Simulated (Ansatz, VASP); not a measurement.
## SiC2: VASP beside Ansatz

File INCAR:

```
PREC     = Accurate       # precision mode
ENCUT    = 520            # plane-wave cutoff, eV
EDIFF    = 1E-6           # SCF threshold, eV
ISMEAR   = -1             # smearing method
SIGMA    = 0.02           # smearing width, eV
LREAL    = F              # projectors in reciprocal space
LASPH    = T              # aspherical terms in the spheres
NELM     = 100            # most SCF steps
ALGO     = Normal         # electronic algorithm
ISIF     = 2              # what is computed and relaxed
LWAVE    = F              # write WAVECAR
LCHARG   = T              # write CHGCAR
GGA      = PE             # functional
LELF     = T              # ELF
LVHAR    = T            
NBANDS   = 21             # bands
```

KPOINTS

```
Automatic mesh
0
Gamma
  12 12 4
```

POSCAR

```
SiC2
1.0
    2.9232701693      0.0000000000      0.0000000000
   -1.4616350847      2.5316262288      0.0000000000
    0.0000000000      0.0000000000      7.4136177446
C Si
4 2
Direct
    0.6666666667      0.3333333333      0.5367424683
    0.3333333333      0.6666666667      0.2555560122
    0.3333333333      0.6666666667      0.4632575317
    0.6666666667      0.3333333333      0.7444439878
    0.0000000000      0.0000000000      0.8389089478
    0.0000000000      0.0000000000      0.1610910522
```

Input for Ansatz:

```yaml
crystal:
  lattice:
    - [2.9232701693, 0.0, 0.0]
    - [-1.4616350847, 2.5316262288, 0.0]
    - [0.0, 0.0, 7.4136177446]
  atoms:
    - { symbol: C, position: [0.6666666667, 0.3333333333, 0.5367424683] }
    - { symbol: C, position: [0.3333333333, 0.6666666667, 0.2555560122] }
    - { symbol: Si, position: [0.0, 0.0, 0.8389089478] }
    - { symbol: C, position: [0.3333333333, 0.6666666667, 0.4632575317] }
    - { symbol: Si, position: [0.0, 0.0, 0.1610910522] }
    - { symbol: C, position: [0.6666666667, 0.3333333333, 0.7444439878] }
kpoints:
  mp_grid: { grid: [12, 12, 4] }
  band_path:
    path:
      - [[0.0, 0.0, 0.0], [0.5, -1.829462241403e-17, -2.448870291912e-18], [0.3333333333333, 0.3333333333333, -1.632580194608e-18], [0.0, 0.0, 0.0], [2.614992673847e-36, 9.344714308555e-36, 0.5], [0.5, -1.819950729299e-17, 0.5], [0.3333333333333, 0.3333333333333, 0.5], [2.614992673847e-36, 9.344714308555e-36, 0.5]]
      - [[0.5, -1.819950729299e-17, 0.5], [0.5, -1.829462241403e-17, -2.448870291912e-18]]
      - [[0.3333333333333, 0.3333333333333, 0.5], [0.3333333333333, 0.3333333333333, -1.632580194608e-18]]
    npoints: 10
hamiltonian:
  xc: pbe
scf:
  occupations: { method: fermi_dirac, width: 0.02 }
  n_extra_bands: 5
output:
  forces: true
  stress: true
  eigenvalues: true
```

Alike in both runs: task single point; functional PBE; k mesh 12 × 12 × 4; occupations fermi-dirac, width 0.02 eV; no spin polarisation.

|  | VASP | Ansatz |
| --- | --- | --- |
| version | VASP 6.6.1 | Ansatz 0.2.0 |
| potentials or method | VASP PAW PBE potentials, release 64 (C, Si) | plane waves, PAW |
| plane-wave cutoff (eV) | 520 | 420 |
| valence electrons in the cell | 24 | 24 |

Ansatz gave:

| Quantity | Value |
| --- | --- |
| pressure (GPa) | 2.8 |
| rms of the force components (eV/Å) | 0.131 |

Question: Estimate VASP's values.

Answer: Pressure (GPa): 2.8; rms of the force components (eV/Å): 0.123.

The functional is the same, so the differences come from potentials, cutoffs and numerics.
